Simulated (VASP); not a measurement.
# SiH7C16 in VASP: a series of runs, part 2 of 2

VASP 6.6.1. Earlier steps stand in the parts before.

### Step 3. Single point, PBE, collinear spin

INCAR reads:

```
SYSTEM = SiH7C16
  PREC = Accurate
  ENCUT = 520
  EDIFF = 1E-6
  ISMEAR = -1
  SIGMA = 0.05
  LREAL = .FALSE.
  LASPH = .TRUE.
  NELM = 200
  ALGO = Normal
  ISIF = 2
  LWAVE = .FALSE.
  LCHARG = .TRUE.
  ISPIN = 2
  MAGMOM = 0 0 0 0 0 0 0 0 0 0 0 0 0 0 0 0 0 0 0 0 0 0 0 1
  LORBIT = 11
  GGA = PE
  LELF = .TRUE.
  LVHAR = .TRUE.
  NBANDS = 60
  GGA_COMPAT = .FALSE.
  NELMDL = -8
```

KPOINTS reads:

```
regular mesh
0
G
  2 2 1
  0 0 0
```

POSCAR reads:

```
SiH7C16
1.0
    5.0487420000      0.0000000000      0.0000000000
    2.5243710000      4.3723390000      0.0000000000
    0.0000000000      0.0000000000     16.6764260000
H C Si
7 16 1
Direct
    0.1666721879      0.1666613682      0.0599648870
    0.6666779319      0.1666613682      0.0599648870
    0.1666715721      0.6666683439      0.0599648870
    0.6666575092      0.6666683439      0.0599648870
    0.7097465581     -0.2802390208      0.4029700369
    0.5240378659      0.2382248952      0.4121686505
    0.1757292106      0.0453532995      0.4065919160
    0.1666721879      0.1666613682      0.1259262626
    0.6666779319      0.1666613682      0.1259262626
    0.1666715721      0.6666683439      0.1259262626
    0.6666575092      0.6666683439      0.1259262626
   -0.1666613682      0.3333227364      0.1568261689
    0.3333443758      0.3333227364      0.1568261689
   -0.1666619840      0.8333297121      0.1568261689
    0.3333437600      0.8333297121      0.1568261689
   -0.1654819258      0.3328653153      0.2558461867
    0.3289816496      0.3370964603      0.2460179417
   -0.1760037372      0.8347019753      0.2480747374
    0.3277703056      0.8315228988      0.2473791447
   -0.0070713317     -0.0054661818      0.2639234570
    0.5002793167      0.0018296843      0.2794063908
   -0.0017406780      0.5043982180      0.2614169247
    0.5007940184      0.4968050282      0.2619626052
    0.4570831907      0.0211557247      0.3709967591
```

Potentials or basis: VASP PAW PBE potentials, release 64 (H, C, Si).

The run is started by

```bash
cat potpaw_PBE.64/H/POTCAR potpaw_PBE.64/C/POTCAR potpaw_PBE.64/Si/POTCAR > POTCAR
mpirun -np 1 vasp_std > vasp.out
```

OUTCAR:

```text
SYSTEM = SiH7C16
   PREC = Accurate
   ENCUT = 520
   EDIFF = 1E-6
   ISMEAR = -1
   LREAL = .FALSE.
   LASPH = .TRUE.
   NELM = 200
   ISIF = 2
   ISPIN = 2
   LORBIT = 11
   GGA = PE
   NELMDL = -8

 ion  position               nearest neighbor table
   1  0.167  0.167  0.060-   8 1.10
   2  0.667  0.167  0.060-   9 1.10
   3  0.167  0.667  0.060-  10 1.10
   4  0.667  0.667  0.060-  11 1.10
   5  0.710  0.720  0.403-  24 1.51
   6  0.524  0.238  0.412-  24 1.47
   7  0.176  0.045  0.407-  24 1.49
   8  0.167  0.167  0.126-   1 1.10  15 1.55  12 1.55  13 1.55
   9  0.667  0.167  0.126-   2 1.10  12 1.55  14 1.55  13 1.55
  10  0.167  0.667  0.126-   3 1.10  14 1.55  15 1.55  13 1.55
  11  0.667  0.667  0.126-   4 1.10  15 1.55  14 1.55  12 1.55
  12  0.833  0.333  0.157-   9 1.55   8 1.55  11 1.55  16 1.65
  13  0.333  0.333  0.157-  17 1.49   9 1.55   8 1.55  10 1.55
  14  0.833  0.833  0.157-  18 1.52   9 1.55  10 1.55  11 1.55
  15  0.333  0.833  0.157-  19 1.51  11 1.55   8 1.55  10 1.55
  16  0.835  0.333  0.256-  23 1.46  22 1.47  20 1.49  12 1.65
  17  0.329  0.337  0.246-  22 1.47  23 1.47  13 1.49  21 1.57  24 2.50
  18  0.824  0.835  0.248-  20 1.46  22 1.46  21 1.51  14 1.52  24 2.60
  19  0.328  0.832  0.247-  23 1.48  20 1.49  15 1.51  21 1.59  24 2.49
  20  0.993  0.995  0.264-  18 1.46  16 1.49  19 1.49
  21  0.500  0.002  0.279-  18 1.51  24 1.54  17 1.57  19 1.59
  22  0.998  0.504  0.261-  18 1.46  17 1.47  16 1.47
  23  0.501  0.497  0.262-  16 1.46  17 1.47  19 1.48
  24  0.457  0.021  0.371-   6 1.47   7 1.49   5 1.51  21 1.54  19 2.49  17 2.50  18 2.60

  LATTYP: Found a hexagonal cell.
 ALAT       =     5.0487421480
 C/A-ratio  =     3.3030853055

  Lattice vectors:

 A1 = (  -2.5243710000,  -4.3723390000,   0.0000000000)
 A2 = (   5.0487420000,   0.0000000000,   0.0000000000)
 A3 = (   0.0000000000,   0.0000000000,  16.6764260000)

Analysis of symmetry for initial positions (statically):
=====================================================================
 Subroutine PRICEL returns:
 Original cell was already a primitive cell.

 Routine SETGRP: Setting up the symmetry group for a
 hexagonal supercell.

[... 424 lines left out ...]
  band No.  band energies     occupation
      1     -21.1461      1.00000
      2     -17.8275      1.00000
      3     -16.0855      1.00000
      4     -15.9866      1.00000
      5     -15.8992      1.00000
      6     -14.7736      1.00000
[... 197 lines left out ...]
     48       6.4602      0.00000
     49       6.7175      0.00000
 [bands above 49 left out]

------------------------ aborting loop because EDIFF is reached ----------------------------------------

  FORCE on cell =-STRESS in cart. coord.  units (eV):
  Direction    XX          YY          ZZ          XY          YZ          ZX
  --------------------------------------------------------------------------------------
  -------------------------------------------------------------------------------------
  Total        6.2437422      5.8054739     37.9512382      0.3867007      0.4567931     -1.6101714
  in kB       27.1741247     25.2666854    165.1720453      1.6830054      1.9880628     -7.0078162
  external PRESSURE =      72.5376185 kB  Pullay stress =       0.0000000 kB

 VOLUME and BASIS-vectors are now :
 -----------------------------------------------------------------------------
  energy-cutoff  :      520.00
  volume of cell :      368.13
      direct lattice vectors                 reciprocal lattice vectors
     5.048742000  0.000000000  0.000000000     0.198069143 -0.114355268  0.000000000
     2.524371000  4.372339000  0.000000000     0.000000000  0.228710537  0.000000000
     0.000000000  0.000000000 16.676426000     0.000000000  0.000000000  0.059964887

 POSITION                                       TOTAL-FORCE (eV/Angst)
 -----------------------------------------------------------------------------------
      1.26220      0.72870      1.00000        -0.062732      0.005846     -0.144131
      3.78660      0.72870      1.00000         0.090525      0.052850     -0.134721
      2.52440      2.91490      1.00000        -0.028515      0.023739     -0.108156
      5.04870      2.91490      1.00000        -0.035788     -0.065686     -0.142148
      5.40027      3.14704      6.72010        -0.138333     -0.067371      0.092628
      3.24710      1.04160      6.87350         0.187705      0.532435      0.107629
[... 16 lines left out ...]
      3.78250      2.17220      4.36860        -0.298161      0.603748      2.985524
      2.36110      0.09250      6.18690        -0.641864     -0.434504     14.381422
 -----------------------------------------------------------------------------------
    total drift:                                0.000030     -0.000201      0.000645

  FREE ENERGIE OF THE ION-ELECTRON SYSTEM (eV)
  ---------------------------------------------------
  free  energy   TOTEN  =      -166.5252492899 eV

  energy  without entropy=     -166.5225206292  energy(sigma->0) =     -166.52388496

 total charge

# of ion       s       p       d       tot
------------------------------------------
    1        0.649   0.044   0.000   0.692
    2        0.649   0.044   0.000   0.693
    3        0.649   0.044   0.000   0.693
    4        0.648   0.044   0.000   0.692
    5        0.575   0.012   0.000   0.588
    6        0.589   0.014   0.000   0.604
[... 16 lines left out ...]
   23        0.846   1.749   0.000   2.595
   24        0.784   1.207   0.000   1.990
--------------------------------------------------
tot         18.536  29.716   0.000  48.253

 magnetization (x)

# of ion       s       p       d       tot
------------------------------------------
    1        0.003   0.000   0.000   0.004
    2       -0.001  -0.000   0.000  -0.001
    3        0.000  -0.000   0.000   0.000
    4        0.003   0.000   0.000   0.004
    5        0.003  -0.000   0.000   0.003
    6        0.003   0.000   0.000   0.003
[... 16 lines left out ...]
   23        0.023   0.344   0.000   0.367
   24        0.001   0.005   0.000   0.006
--------------------------------------------------
tot          0.066   0.500   0.000   0.565
```

It took 17 min on 1 thread of Oxide Virtual Turin-like, shared host; peak memory 0.65 GiB.

Results:

```yaml
Free_energy: -166.5252 eV
Largest_force: 14.402 eV/Å
Band_gap_on_the_k_mesh: 0.38 eV (least direct gap 0.64 eV)
Net_moment: 0.99 μB per cell
Site_moments: H +0.00, -0.00 (each value once); C +0.02, -0.02, -0.00, +0.01, +0.05, -0.03, +0.37, -0.28 (each value once); Si +0.01 μB
Valence_electrons_inside_the_program's_atomic_spheres: H 0.69, 0.59, 0.60 (each value once); C 2.60, 2.50, 2.58, 2.64, 2.66, 2.77, 2.62 (each value once); Si 1.99
```

Forces in eV/Å, atoms in the order of the input:
```
H    -0.063   0.006  -0.144
H     0.091   0.053  -0.135
H    -0.029   0.024  -0.108
H    -0.036  -0.066  -0.142
H    -0.138  -0.067   0.093
H     0.188   0.532   0.108
H    -0.239   0.185  -0.268
C     0.025  -0.015   0.783
C    -0.096  -0.081   0.663
C    -0.034   0.007   0.910
C     0.004   0.056   0.839
C     0.313   0.084  -2.520
C     0.051  -0.701  -3.580
C    -0.854   0.584  -3.018
C     0.408   0.399  -2.898
C    -0.218  -0.226  -1.567
C     0.426  -0.553   0.285
C     0.843  -0.166  -0.309
C     0.468  -0.021  -0.097
C     1.131   0.722   2.637
C    -0.532   0.010 -12.252
C    -0.769  -0.935   3.355
C    -0.298   0.604   2.986
Si   -0.642  -0.435  14.381
```

Caveat: the k points lie up to 0.72 Å⁻¹ apart; there is no dipole correction, which matters where the two faces differ.
